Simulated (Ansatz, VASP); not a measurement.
## Sn in VASP and in Ansatz

```
Sn
1.0
    -2.98424    2.98424    1.59930
     2.98424   -2.98424    1.59930
     2.98424    2.98424   -1.59930
Sn
2
Direct
  0.75000 0.25000 0.50000
  0.00000 0.00000 0.00000
```

Change from the starting cell: strain +0.0150 x Voigt [1, 1, 0, 0, 0, 0], atoms carried along.

Alike in both runs: task single point; functional r2SCAN; k mesh 16 × 16 × 16; occupations gaussian, width 0.15 eV; no spin polarisation.

|  | VASP | Ansatz |
| --- | --- | --- |
| version | VASP 6.6.1 | Ansatz 0.2.0 |
| potentials or method | VASP PAW PBE potentials, release 64 (Sn_d), cutoff 520 eV | scalar-relativistic, plane waves, PAW |
| valence electrons in the cell | 28 | 28 |

```tsv
	VASP	Ansatz	Ansatz less VASP
gap on the k mesh at the Fermi level (eV)	none	none	-
pressure (GPa)	-1.7	-1.6	+0.03
traceless stress, the component that is largest in VASP (GPa)	0.46	0.46	+0.001
```

VASP's potentials were made for PBE, not for r2SCAN. A gap of «none» marks a metal or a gap that the smearing closes.
